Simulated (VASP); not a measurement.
Set up this calculation in VASP 6.6.1, as the native input.

```yaml
Task: single point
Functional: PBEsol
Potentials_or_basis: VASP PAW PBE potentials, release 64 (Si)
Cutoff: 500 eV
k_mesh: 10 × 10 × 10
Occupations: gaussian, width 0.01 eV
Spin: no spin polarisation
Dipole_correction: no
Further_INCAR_settings: ALGO = Normal; EDIFF = 1e-06; NBANDS = 11
```

The structure of Si lies in POSCAR:

```
Si
1.0
    0.0000000000      2.7168304308      2.7168304308
    2.7168304308      0.0000000000      2.7168304308
    2.7168304308      2.7168304308      0.0000000000
Si
2
Direct
    0.0000000000      0.0000000000      0.0000000000
    0.2500000000      0.2500000000      0.2500000000
```

The input as run:

INCAR

```
PREC = Accurate ; ENCUT = 500
EDIFF = 1E-6 ; ISMEAR = 0
SIGMA = 0.01 ; LREAL = F
LASPH = T ; NELM = 120
ALGO = Normal ; ISIF = 2
LWAVE = F ; LCHARG = F
GGA = PS ; NBANDS = 11
GGA_COMPAT = F
```

KPOINTS

```
Automatic mesh
0
Gamma
  10 10 10
```

Potentials or basis: VASP PAW PBE potentials, release 64 (Si).

Run with:

```bash
$ cat potpaw_PBE.64/Si/POTCAR > POTCAR
$ mpirun -np 1 vasp_std > vasp.out
```

It gave:

The pressure is 0.1 GPa. The band gap on the k mesh is 0.47 eV, indirect (least direct gap 2.52 eV).

Caveat: the PAW data sets were made with another functional, which shifts forces and pressure a little.

Run time: 11 s on 1 thread of Intel(R) Xeon(R) Platinum 8488C (Sapphire Rapids) (shared host), peak memory 0.15 GiB.
